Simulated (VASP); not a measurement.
# Te2Mo (P-6m2) in VASP: a series of runs

Te2Mo is run at these levels: LDA; tasks: single point.

Everything below comes from runs of VASP 6.6.1. Logs are shortened: lines on timing, memory, paths and dates and some standing lists are left out, and cuts for length are marked.

## (1) The cell of the first run

It takes space group P-6m2 (No. 187, hexagonal). The conventional cell has a = 3.304 Å, b = 3.304 Å, c = 7.083 Å, α = 90.00°, β = 90.00°, γ = 120.00°. Within 3.5 Å of Te (site symmetry 3m) lie 3 Mo at 2.64 Å and 7 Te at 3.30 to 3.43 Å. Mo (site symmetry -6m2) has 6 Te at 2.64 Å and 6 Mo at 3.30 Å within 3.5 Å.

## (2) Single point, LDA

Contents of INCAR:

```
SYSTEM = Te2Mo
PREC = Accurate
ENCUT = 520
EDIFF = 1E-6
ISMEAR = 0
SIGMA = 0.02
LREAL = .FALSE.
LASPH = .TRUE.
NELM = 100
ALGO = Normal
ISIF = 2
LWAVE = .FALSE.
LCHARG = .FALSE.
NBANDS = 20
```

Contents of KPOINTS:

```
regular mesh
0
G
  12 12 4
  0 0 0
```

Contents of POSCAR:

```
Te2Mo
1.0
    3.3039697012      0.0000000000      0.0000000000
   -1.6519848506      2.8613216946      0.0000000000
    0.0000000000      0.0000000000      7.0832256881
Te Mo
2 1
Direct
    0.3333333333      0.6666666667      0.7420497336
    0.3333333333      0.6666666667      0.2579502664
    0.0000000000      0.0000000000      0.0000000000
```

Potentials or basis: VASP PAW LDA potentials, release 64 (Te, Mo_sv).

Launch:

```bash
> cat potpaw_LDA.64/Te/POTCAR potpaw_LDA.64/Mo_sv/POTCAR > POTCAR
> mpirun -np 1 vasp_std > vasp.out
```

OUTCAR:

```text
SYSTEM = Te2Mo
   PREC = Accurate
   ENCUT = 520
   EDIFF = 1E-6
   ISMEAR = 0
   LREAL = .FALSE.
   LASPH = .TRUE.
   NELM = 100
   ISIF = 2

 ion  position               nearest neighbor table
   1  0.333  0.667  0.742-   3 2.64   3 2.64   3 2.64   2 3.43   2 3.65
   2  0.333  0.667  0.258-   3 2.64   3 2.64   3 2.64   1 3.43   1 3.65
   3  0.000  0.000  0.000-   1 2.64   2 2.64   1 2.64   2 2.64   1 2.64   2 2.64

  LATTYP: Found a hexagonal cell.
 ALAT       =     3.3039697012
 C/A-ratio  =     2.1438531006

  Lattice vectors:

 A1 = (   3.3039697012,   0.0000000000,   0.0000000000)
 A2 = (  -1.6519848506,   2.8613216946,   0.0000000000)
 A3 = (   0.0000000000,   0.0000000000,   7.0832256881)

Analysis of symmetry for initial positions (statically):
=====================================================================
 Subroutine PRICEL returns:
 Original cell was already a primitive cell.

 Routine SETGRP: Setting up the symmetry group for a
 hexagonal supercell.

 Subroutine GETGRP returns: Found 12 space group operations
 (whereof 12 operations were pure point group operations)
 out of a pool of 24 trial point group operations.

The static configuration has the point symmetry D_3h.

Analysis of symmetry for dynamics (positions and initial velocities):
=====================================================================
 Subroutine PRICEL returns:
 Original cell was already a primitive cell.

 Routine SETGRP: Setting up the symmetry group for a
 hexagonal supercell.

 Subroutine GETGRP returns: Found 12 space group operations
 (whereof 12 operations were pure point group operations)
 out of a pool of 24 trial point group operations.

The dynamic configuration has the point symmetry D_3h.

 Subroutine INISYM returns: Found 12 space group operations
 (whereof 12 operations are pure point group operations),
 and found     1 'primitive' translations

----------------------------------------------------------------------------------------

                                     Primitive cell

  volume of cell :      66.9628

  direct lattice vectors                    reciprocal lattice vectors
     3.303969701  0.000000000  0.000000000     0.302666214  0.174744420  0.000000000
    -1.651984851  2.861321695  0.000000000     0.000000000  0.349488840  0.000000000
     0.000000000  0.000000000  7.083225688     0.000000000  0.000000000  0.141178616

  length of vectors
     3.303969701  3.303969701  7.083225688     0.349488840  0.349488840  0.141178616

  position of ions in fractional coordinates (direct lattice)
     0.333333333  0.666666667  0.742049734
     0.333333333  0.666666667  0.257950266
     0.000000000  0.000000000  0.000000000

  ion indices of the primitive-cell ions
   primitive index   ion index
                 1           1
                 2           2
                 3           3

----------------------------------------------------------------------------------------

 KPOINTS: regular mesh

Automatic generation of k-mesh.
 Grid dimensions read from file:
 generate k-points for:   12   12    4

 Generating k-lattice:

  Cartesian coordinates                     Fractional coordinates (reciprocal lattice)
     0.025222184  0.014562035  0.000000000     0.083333333  0.000000000  0.000000000
     0.000000000  0.029124070  0.000000000     0.000000000  0.083333333  0.000000000
     0.000000000  0.000000000  0.035294654     0.000000000  0.000000000  0.250000000

  Length of vectors
     0.029124070  0.029124070  0.035294654

  Shift w.r.t. Gamma in fractional coordinates (k-lattice)
     0.000000000  0.000000000  0.000000000

 Subroutine IBZKPT returns following result:
 ===========================================

 Found     57 irreducible k-points:

 Following reciprocal coordinates:
            Coordinates               Weight
  0.000000  0.000000  0.000000      1.000000
  0.083333 -0.000000  0.000000      6.000000
  0.166667  0.000000  0.000000      6.000000
  0.250000  0.000000  0.000000      6.000000
  0.333333  0.000000  0.000000      6.000000
  0.416667 -0.000000  0.000000      6.000000
[... 16 lines left out ...]
  0.250000  0.000000  0.250000     12.000000
  0.333333  0.000000  0.250000     12.000000
 [... further k-points ...]
   k-points           NKPTS =     57   k-points in BZ     NKDIM =     57   number of bands    NBANDS=     20
   number of dos      NEDOS =    301   number of ions     NIONS =      3
   total plane-waves  NPLWV =  42336
   dimension x,y,z NGX =    28 NGY =   28 NGZ =   54
   dimension x,y,z NGXF=    56 NGYF=   56 NGZF=  108
   ions per type =               2   1
   NGX,Y,Z   is equivalent  to a cutoff of  14.09, 14.09, 12.67 a.u.
   NGXF,Y,Z  is equivalent  to a cutoff of  28.18, 28.18, 25.35 a.u.
 SYSTEM =  Te2Mo
   PREC   = accura    normal or accurate (medium, high low for compatibility)
   ISTART =      0    job   : 0-new  1-cont  2-samecut
   ICHARG =      2    charge: 1-file 2-atom 10-const
[... 77 lines left out ...]
      2     -25.1715      2.00000
      3     -24.8353      2.00000
      4     -24.8214      2.00000
      5      -4.1916      2.00000
      6      -2.8386      2.00000
[... 12 lines left out ...]
     19      17.2374      0.00000
     20      18.8130      0.00000

 k-point     3 :       0.1667    0.0000    0.0000
  band No.  band energies     occupation
      1     -50.6448      2.00000
      2     -25.1603      2.00000
      3     -24.8841      2.00000
      4     -24.8326      2.00000
      5      -3.8315      2.00000
      6      -2.5859      2.00000
[... 12 lines left out ...]
     19      17.6439      0.00000
     20      18.1285      0.00000

 k-point     4 :       0.2500    0.0000    0.0000
  band No.  band energies     occupation
      1     -50.6386      2.00000
      2     -25.1450      2.00000
      3     -24.9502      2.00000
      4     -24.8478      2.00000
      5      -3.2615      2.00000
      6      -2.1882      2.00000
[... 12 lines left out ...]
     19      16.9091      0.00000
     20      17.1185      0.00000

 k-point     5 :       0.3333    0.0000    0.0000
  band No.  band energies     occupation
      1     -50.6325      2.00000
      2     -25.1297      2.00000
      3     -25.0154      2.00000
      4     -24.8630      2.00000
      5      -2.5440      2.00000
      6      -1.6995      2.00000
[... 12 lines left out ...]
     19      15.9200      0.00000
     20      16.4348      0.00000

 k-point     6 :       0.4167   -0.0000    0.0000
  band No.  band energies     occupation
      1     -50.6280      2.00000
      2     -25.1185      2.00000
      3     -25.0627      2.00000
      4     -24.8741      2.00000
      5      -1.8340      2.00000
      6      -1.2438      2.00000
[... 12 lines left out ...]
     19      15.8119      0.00000
     20      16.1844      0.00000

 k-point     7 :       0.5000    0.0000    0.0000
  band No.  band energies     occupation
      1     -50.6263      2.00000
      2     -25.1144      2.00000
      3     -25.0799      2.00000
      4     -24.8781      2.00000
      5      -1.4942      2.00000
      6      -1.0429      2.00000
[... 12 lines left out ...]
     19      15.9459      0.00000
     20      16.1934      0.00000
[... 277 lines left out ...]
 k-point    20 :       0.0000    0.0000    0.2500
  band No.  band energies     occupation
      1     -50.6509      2.00000
      2     -25.1755      2.00000
      3     -24.8174      2.00000
      4     -24.8174      2.00000
      5      -4.1834      2.00000
      6      -3.1535      2.00000
[... 12 lines left out ...]
     19      16.9551      0.00000
     20      18.7318      0.00000

 k-point    21 :       0.0833   -0.0000    0.2500
  band No.  band energies     occupation
      1     -50.6493      2.00000
      2     -25.1715      2.00000
      3     -24.8353      2.00000
      4     -24.8214      2.00000
      5      -4.0613      2.00000
      6      -3.0627      2.00000
[... 12 lines left out ...]
     19      17.2986      0.00000
     20      18.6231      0.00000

 k-point    22 :       0.1667    0.0000    0.2500
  band No.  band energies     occupation
      1     -50.6448      2.00000
      2     -25.1603      2.00000
      3     -24.8841      2.00000
      4     -24.8326      2.00000
      5      -3.7039      2.00000
      6      -2.7960      2.00000
[... 12 lines left out ...]
     19      17.4915      0.00000
     20      18.1125      0.00000

 k-point    23 :       0.2500    0.0000    0.2500
  band No.  band energies     occupation
      1     -50.6386      2.00000
      2     -25.1450      2.00000
      3     -24.9502      2.00000
      4     -24.8478      2.00000
      5      -3.1408      2.00000
      6      -2.3740      2.00000
[... 12 lines left out ...]
     19      16.5016      0.00000
     20      17.5406      0.00000

 k-point    24 :       0.3333    0.0000    0.2500
  band No.  band energies     occupation
      1     -50.6325      2.00000
      2     -25.1297      2.00000
      3     -25.0154      2.00000
      4     -24.8630      2.00000
      5      -2.4399      2.00000
      6      -1.8476      2.00000
[... 12 lines left out ...]
     19      15.7541      0.00000
     20      16.9018      0.00000

 [... further k-points ...]
[... 5 lines left out ...]
  --------------------------------------------------------------------------------------
  -------------------------------------------------------------------------------------
  Total        5.1721329      5.1721329      5.2802362      0.0000000     -0.0000000      0.0000000
  in kB      123.7503485    123.7503485    126.3368697      0.0000000     -0.0000000      0.0000000
  external PRESSURE =     124.6125222 kB  Pullay stress =       0.0000000 kB

 VOLUME and BASIS-vectors are now :
 -----------------------------------------------------------------------------
  energy-cutoff  :      520.00
  volume of cell :       66.96
      direct lattice vectors                 reciprocal lattice vectors
     3.303969701  0.000000000  0.000000000     0.302666214  0.174744420  0.000000000
    -1.651984851  2.861321695  0.000000000     0.000000000  0.349488840  0.000000000
     0.000000000  0.000000000  7.083225688     0.000000000  0.000000000  0.141178616

 POSITION                                       TOTAL-FORCE (eV/Angst)
 -----------------------------------------------------------------------------------
     -0.00000      1.90755      5.25611        -0.000000      0.000000     -0.057791
     -0.00000      1.90755      1.82712        -0.000000      0.000000      0.057791
      0.00000      0.00000      0.00000         0.000000      0.000000      0.000000
 -----------------------------------------------------------------------------------
    total drift:                                0.000000     -0.000000      0.000000

  FREE ENERGIE OF THE ION-ELECTRON SYSTEM (eV)
  ---------------------------------------------------
  free  energy   TOTEN  =       -20.1219568126 eV

  energy  without entropy=      -20.1219568126  energy(sigma->0) =      -20.12195681
```

Run time: 68 s. Hardware: 1 thread of Intel Xeon 6975P-C, shared host; peak memory 0.22 GiB.

Results:

```
Free energy            : -20.1220 eV
Pressure               : 12.5 GPa
Largest force          : 0.058 eV/Å
Band gap on the k mesh : 0.31 eV, indirect (least direct gap 0.73 eV)
```

Forces in eV/Å, atoms in the order of the input:
```
Te   0.000  0.000 -0.058
Te   0.000  0.000  0.058
Mo   0.000  0.000  0.000
```

Levels at points of the mesh, in eV from the valence-band top:
| k point | band 9 | band 10 | band 11 | band 12 | band 13 | band 14 | band 15 | band 16 | band 17 | band 18 |
| --- | --- | --- | --- | --- | --- | --- | --- | --- | --- | --- |
| (0.00, 0.00, 0.00) | -1.86 | -1.86 | -1.16 | -0.94 | -0.94 | 3.72 | 3.72 | 3.78 | 3.78 | 6.02 |
| (0.50, 0.00, 0.00) | -4.59 | -2.62 | -1.76 | -1.57 | -0.30 | 1.05 | 1.65 | 3.57 | 4.11 | 4.13 |
| (0.00, 0.00, 0.50) | -1.84 | -1.84 | -0.97 | -0.97 | -0.64 | 3.43 | 3.43 | 4.13 | 4.13 | 7.06 |
| (0.50, 0.00, 0.50) | -3.63 | -3.45 | -2.71 | -0.68 | 0.00 | 1.69 | 1.98 | 2.31 | 3.48 | 4.95 |

Caveat: spin-orbit coupling is left out, which moves the levels of the heavy elements.

## (3) Single point, LDA

This run uses another cell than the first one, of 24.53 Å³/atom, 1.099 times its volume.

Contents of INCAR:

```
SYSTEM = Te2Mo
PREC = Accurate
ENCUT = 520
EDIFF = 1E-6
ISMEAR = 0
SIGMA = 0.02
LREAL = .False.
LASPH = .True.
NELM = 100
ALGO = Normal
ISIF = 2
LWAVE = .False.
LCHARG = .False.
GGA = CA
NBANDS = 20
```

Contents of KPOINTS:

```
regular mesh
0
Gamma
  12 12 4
  0 0 0
```

Contents of POSCAR:

```
Te2Mo
1.0
    3.4031795247      0.0000000000      0.0000000000
   -1.7015897623      2.9472399220      0.0000000000
    0.0000000000      0.0000000000      7.3371641388
Te Mo
2 1
Direct
    0.3333333333      0.6666666667      0.7534448787
    0.3333333333      0.6666666667      0.2465551213
    0.0000000000      0.0000000000      0.0000000000
```

Potentials or basis: VASP PAW LDA potentials, release 64 (Te, Mo_sv).

Launch:

```bash
> cat potpaw_LDA.64/Te/POTCAR potpaw_LDA.64/Mo_sv/POTCAR > POTCAR
> mpirun -np 1 vasp_std > vasp.out
```

It took 69 s on 1 thread of Intel Xeon 6975P-C, shared host; peak memory 0.22 GiB.

The run converged. Its results:

* Free energy: -20.4442 eV
* Pressure: 4.3 GPa
* Largest force: 0.056 eV/Å
* Band gap on the k mesh: 0.80 eV, indirect (least direct gap 1.12 eV)

Forces in eV/Å, atoms in the order of the input:
```
Te   0.000  0.000 -0.056
Te   0.000  0.000  0.056
Mo   0.000  0.000  0.000
```

Stress tensor (GPa, compression positive):
```
4.25 0.00 0.00
0.00 4.25 0.00
0.00 0.00 4.48
```

Levels at points of the mesh, in eV from the valence-band top:
```
           k point  band 10  band 11  band 12  band 13  band 14  band 15  band 16  band 17
(0.00, 0.00, 0.00)    -1.30    -0.93    -0.80    -0.80     3.61     3.61     3.71     3.71
(0.50, 0.00, 0.00)    -2.37    -1.31    -1.22    -0.17     1.55     1.66     3.55     4.12
(0.00, 0.00, 0.50)    -1.65    -0.82    -0.82    -0.25     3.40     3.40     3.94     3.94
(0.50, 0.00, 0.50)    -2.60    -2.42    -0.54     0.00     1.69     2.07     2.74     3.73
```

Caveat: spin-orbit coupling is left out, which moves the levels of the heavy elements. A k mesh can miss the band edges.

## (4) Single point, LDA

This run uses another cell than the first one, of 15.45 Å³/atom, 0.692 times its volume.

Contents of INCAR:

```
ALGO = Normal ; EDIFF = 1E-7
ENCUT = 520 ; ISIF = 2
ISMEAR = 0 ; LASPH = True
LCHARG = False ; LREAL = False
LWAVE = False ; NBANDS = 20
NELM = 100 ; PREC = Accurate
SIGMA = 0.1
```

Contents of KPOINTS:

```
k-points
0
Gamma
  18 18 6
```

Contents of POSCAR:

```
Te2Mo
1.0
    2.8320539017      0.0000000000      0.0000000000
   -1.4160269509      2.4526306237      0.0000000000
    0.0000000000      0.0000000000      6.6725539885
Te Mo
2 1
Direct
    0.3333333333      0.6666666667      0.7062794338
    0.3333333333      0.6666666667      0.2937205662
    0.0000000000      0.0000000000      0.0000000000
```

Launch:

```bash
> cat potpaw_LDA.64/Te/POTCAR potpaw_LDA.64/Mo_sv/POTCAR > POTCAR
> mpirun -np 1 vasp_std > vasp.out
```

Run time: 1.8 min. Hardware: 1 thread of Intel Xeon 6975P-C, shared host; peak memory 0.26 GiB.

Results (log left out):

| Item | Value |
| --- | --- |
| Free energy | -14.8068 eV |
| Pressure | 91.3 GPa |
| Largest force | 0.040 eV/Å |
| Band gap on the k mesh | zero (band 13 reaches 17.63 eV, above the bottom of band 14 at 15.60 eV) |

Forces in eV/Å, atoms in the order of the input:
```
Te   0.000  0.000 -0.040
Te   0.000  0.000  0.040
Mo   0.000  0.000  0.000
```

Stress tensor (GPa, compression positive):
```
91.38  0.00  0.00
 0.00 91.38  0.00
 0.00  0.00 91.29
```

Levels at points of the mesh, in eV from the Fermi level:
| k point | band 10 | band 11 | band 12 | band 13 | band 14 | band 15 | band 16 | band 17 |
| --- | --- | --- | --- | --- | --- | --- | --- | --- |
| (0.00, 0.00, 0.00) | -1.51 | -1.51 | 0.24 | 0.24 | 5.72 | 5.85 | 5.85 | 6.98 |
| (0.50, 0.00, 0.00) | -3.45 | -2.36 | -2.17 | -0.65 | 0.18 | 3.79 | 4.42 | 4.94 |
| (0.00, 0.00, 0.50) | -1.48 | -1.48 | 0.19 | 0.19 | 5.63 | 5.63 | 6.90 | 7.41 |
| (0.50, 0.00, 0.50) | -4.83 | -2.45 | 0.08 | 0.83 | 1.34 | 1.75 | 3.36 | 3.80 |

Caveat: spin-orbit coupling is left out, which moves the levels of the heavy elements.

## (5) Single point, LDA

This run uses another cell than the first one, of 20.20 Å³/atom, 0.905 times its volume.

Contents of INCAR:

```
SYSTEM = Te2Mo
PREC = Accurate ; ENCUT = 520
EDIFF = 1E-7 ; ISMEAR = 0
SIGMA = 0.02 ; LREAL = .False.
LASPH = .True. ; NELM = 60
ALGO = Normal ; ISIF = 2
LWAVE = .False. ; LCHARG = .True.
LELF = .True. ; LVHAR = .True.
NBANDS = 20
```

Contents of KPOINTS:

```
Automatic mesh
0
Gamma
  12 12 6
  0 0 0
```

Contents of POSCAR:

```
Te2Mo
1.0
    3.1807123625      0.0000000000      0.0000000000
   -1.5903561813      2.7545777081      0.0000000000
    0.0000000000      0.0000000000      6.9160461488
Te Mo
2 1
Direct
    0.3333333333      0.6666666667      0.7318722550
    0.3333333333      0.6666666667      0.2681277450
    0.0000000000      0.0000000000      0.0000000000
```

Launch:

```bash
> cat potpaw_LDA.64/Te/POTCAR potpaw_LDA.64/Mo_sv/POTCAR > POTCAR
> mpirun -np 1 vasp_std > vasp.out
```

Wall time 61 s (1 thread of Intel Xeon 6975P-C, shared host); peak memory 0.22 GiB.

The run converged. Its results:

- Free energy: -19.3929 eV
- Pressure: 25.6 GPa
- Largest force: 0.056 eV/Å
- Band gap on the k mesh: zero (band 13 reaches 11.74 eV, above the bottom of band 14 at 11.42 eV)

Forces on the atoms (eV/Å):
```
Te   0.000  0.000 -0.056
Te   0.000  0.000  0.056
Mo   0.000  0.000  0.000
```

Stress tensor (GPa, compression positive):
```
25.44  0.00  0.00
 0.00 25.44  0.00
 0.00  0.00 25.78
```

Levels at points of the mesh, in eV from the Fermi level:
| k point | band 10 | band 11 | band 12 | band 13 | band 14 | band 15 | band 16 | band 17 |
| --- | --- | --- | --- | --- | --- | --- | --- | --- |
| (0.00, 0.00, 0.00) | -1.90 | -1.47 | -0.88 | -0.88 | 4.00 | 4.00 | 4.27 | 4.27 |
| (0.50, 0.00, 0.00) | -2.72 | -2.26 | -1.81 | -0.28 | 0.54 | 1.92 | 3.94 | 4.20 |
| (0.00, 0.00, 0.50) | -1.87 | -1.08 | -0.92 | -0.92 | 3.72 | 3.72 | 4.63 | 4.63 |
| (0.50, 0.00, 0.50) | -3.97 | -2.85 | -0.67 | 0.20 | 1.92 | 1.94 | 1.95 | 3.35 |

Caveat: spin-orbit coupling is left out, which moves the levels of the heavy elements.

## (6) Summary

| cell | k mesh | smearing | gap on the mesh (eV) | pressure (GPa) | largest force (eV/Å) |
| --- | --- | --- | --- | --- | --- |
| a = 3.304, b = 3.304, c = 7.083 Å, angles 90.0, 90.0, 120.0°, 3 atoms | 12 × 12 × 4 | gaussian 0.02 eV | 0.31 | 12.5 | 0.06 |
| a = 3.403, b = 3.403, c = 7.337 Å, angles 90.0, 90.0, 120.0°, 3 atoms | 12 × 12 × 4 | gaussian 0.02 eV | 0.80 | 4.3 | 0.06 |
| a = 2.832, b = 2.832, c = 6.673 Å, angles 90.0, 90.0, 120.0°, 3 atoms | 18 × 18 × 6 | gaussian 0.1 eV | none | 91.3 | 0.04 |
| a = 3.181, b = 3.181, c = 6.916 Å, angles 90.0, 90.0, 120.0°, 3 atoms | 12 × 12 × 6 | gaussian 0.02 eV | none | 25.6 | 0.06 |

Alike in all rows: task single point; level LDA; potentials or basis VASP PAW LDA potentials, release 64 (Te, Mo_sv); no spin polarisation; cutoff (eV) 520.

Caveats: spin-orbit coupling is left out, which moves the levels of the heavy elements.

Absolute energies hang on the potentials; compare differences alone.
